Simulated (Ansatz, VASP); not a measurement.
One calculation of NaF, two programs

Contents of POSCAR:

```
NaF
1.0
    2.2711539338      2.2711539338      0.0000000000
   -2.2711539338      2.2711539338      0.0000000000
    0.0000000000      2.2711539338      2.2711539338
Na F
1 1
Direct
    0.0000000000      0.0000000000      0.0000000000
    0.5000000000      0.5000000000      0.0000000000
```

Contents of INCAR.step1:

```
PREC     = Accurate       # precision mode
ENCUT    = 520            # plane-wave cutoff, eV
ISMEAR   = 0              # smearing method
SIGMA    = 0.01           # smearing width, eV
LREAL    = False          # projectors in reciprocal space
LASPH    = True           # aspherical terms in the spheres
NELM     = 60             # most SCF steps
NBANDS   = 14             # bands
GGA      = PE             # functional
ALGO     = Normal         # electronic algorithm
EDIFF    = 1E-4           # SCF threshold, eV
LWAVE    = True           # write WAVECAR
LCHARG   = False          # write CHGCAR
```

Contents of INCAR.step2:

```
PREC     = Accurate       # precision mode
ENCUT    = 520            # plane-wave cutoff, eV
EDIFF    = 1E-6           # SCF threshold, eV
ISMEAR   = 0              # smearing method
SIGMA    = 0.01           # smearing width, eV
LREAL    = False          # projectors in reciprocal space
LASPH    = True           # aspherical terms in the spheres
NELM     = 60             # most SCF steps
ALGO     = Normal         # electronic algorithm
ISIF     = 2              # what is computed and relaxed
LWAVE    = False          # write WAVECAR
LCHARG   = False          # write CHGCAR
METAGGA  = R2SCAN         # meta-GGA
LMIXTAU  = True         
NBANDS   = 14             # bands
ISTART   = 1
```

Contents of KPOINTS:

```
Automatic mesh
0
Gamma
  8 8 8
```

Input for Ansatz:

```yaml
crystal:
  lattice:
    - [2.27115393378, 2.27115393378, 0.0]
    - [-2.27115393378, 2.27115393378, 0.0]
    - [0.0, 2.27115393378, 2.27115393378]
  atoms:
    - { symbol: Na, position: [0.0, 0.0, 0.0] }
    - { symbol: F, position: [0.5, 0.5, 0.0] }
kpoints:
  mp_grid: { grid: [8, 8, 8] }
scf:
  occupations: { method: fixed }
  convergence: { dr2_threshold: 1.0e-10 }
hamiltonian:
  xc: r2scan
  pseudopotentials: { kind: paw }
output:
  forces: true
  stress: true
  eigenstates:
    kpoints:
      - [0.0, 0.0, 0.0]
      - [-0.5, -0.5, -0.5]
      - [-0.5, 0.5, 0.0]
      - [0.0, 0.0, -0.5]
      - [0.0, -0.5, -0.5]
      - [0.0, 0.5, 0.0]
      - [-0.5, 0.0, 0.0]
      - [-0.5, 0.0, -0.5]
  eigenvalues: true
```

Alike in both runs: task single point; functional r2SCAN; k mesh 8 × 8 × 8; no spin polarisation.

|  | VASP | Ansatz |
| --- | --- | --- |
| version | VASP 6.6.1 | Ansatz 0.2.0 |
| potentials or method | VASP PAW PBE potentials, release 64 (Na_pv, F) | PAW with Ansatz's default frozen-core files, scalar-relativistic |
| plane-wave cutoff (eV) | 520 | 500 |
| occupations | gaussian, width 0.01 eV | fixed |
| valence electrons in the cell | 14 | 16 |

```tsv
	VASP	Ansatz	Ansatz less VASP
gap on the k mesh at the Fermi level (eV)	7.52	7.48	-0.041
pressure (GPa)	1.3	2.0	+0.72
```

VASP's potentials were made for PBE, not for r2SCAN. VASP's potentials hold 14 valence electrons a cell and Ansatz's 16, so a difference there can come from the potentials and not from the codes.
